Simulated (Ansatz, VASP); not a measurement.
One calculation of BP, two programs

The input INCAR:

```
PREC     = Accurate       # precision mode
ENCUT    = 520            # plane-wave cutoff, eV
EDIFF    = 1E-7           # SCF threshold, eV
ISMEAR   = 0              # smearing method
SIGMA    = 0.01           # smearing width, eV
LREAL    = False          # projectors in reciprocal space
LASPH    = True           # aspherical terms in the spheres
NELM     = 80             # most SCF steps
ALGO     = Normal         # electronic algorithm
ISIF     = 2              # what is computed and relaxed
LWAVE    = False          # write WAVECAR
LCHARG   = False          # write CHGCAR
NBANDS   = 11             # bands
```

File KPOINTS:

```
Automatic mesh
0
Gamma
  8 8 8
```

The input POSCAR:

```
BP
1.0
    2.2341554264      2.2341554264      0.0000000000
   -2.2341554264      2.2341554264      0.0000000000
    0.0000000000      2.2341554264      2.2505670747
B P
1 1
Direct
    0.0000000000      0.0000000000      0.0000000000
    0.7500000000      0.2500000000      0.5000000000
```

Input for Ansatz:

```yaml
crystal:
  lattice:
    - [2.2341554264, 2.2341554264, 0.0]
    - [-2.2341554264, 2.2341554264, 0.0]
    - [0.0, 2.2341554264, 2.25056707471]
  atoms:
    - { symbol: B, position: [0.0, 0.0, 0.0] }
    - { symbol: P, position: [0.75, 0.25, 0.5] }
kpoints:
  mp_grid: { grid: [8, 8, 8] }
scf:
  occupations: { method: fixed }
  convergence: { dr2_threshold: 1.0e-10 }
hamiltonian:
  xc: lda
  pseudopotentials: { kind: all_electron, lapw: { basis_error: 0.0005 } }
output:
  forces: true
  stress: true
  eigenstates:
    kpoints:
      - [0.0, 0.0, 0.0]
      - [0.416034886, -0.416034886, 0.0]
      - [0.416034886, 0.416034886, 0.416034886]
      - [0.0, 0.0, 0.416034886]
      - [-0.5, -0.5, -0.5]
      - [-0.5, 0.5, 0.0]
      - [0.0, 0.0, -0.5]
      - [0.0, -0.5, -0.5]
      - [0.0, 0.5, 0.0]
      - [-0.5, 0.0, 0.0]
      - [-0.5, 0.0, -0.5]
  eigenvalues: true
```

Change from the starting cell: film at in-plane strain -0.005.

Alike in both runs: task single point; functional LDA; k mesh 8 × 8 × 8; no spin polarisation.

|  | VASP | Ansatz |
| --- | --- | --- |
| version | VASP 6.6.1 | Ansatz 0.2.0 |
| potentials or method | VASP PAW LDA potentials, release 64 (B, P), cutoff 520 eV | all-electron LAPW, scalar-relativistic |
| occupations | gaussian, width 0.01 eV | fixed |

```csv
,VASP,Ansatz,Ansatz less VASP
gap on the k mesh at the Fermi level (eV),1.12,1.12,+0.001
pressure (GPa),1.2,1.3,+0.10
"traceless stress, the component that is largest in VASP (GPa)",-1.36,-1.36,0.000
```

LDA's correlation is that of Perdew and Zunger in VASP and of Perdew and Wang (1992) in Ansatz. Ansatz ran all-electron here, and VASP with PAW potentials.
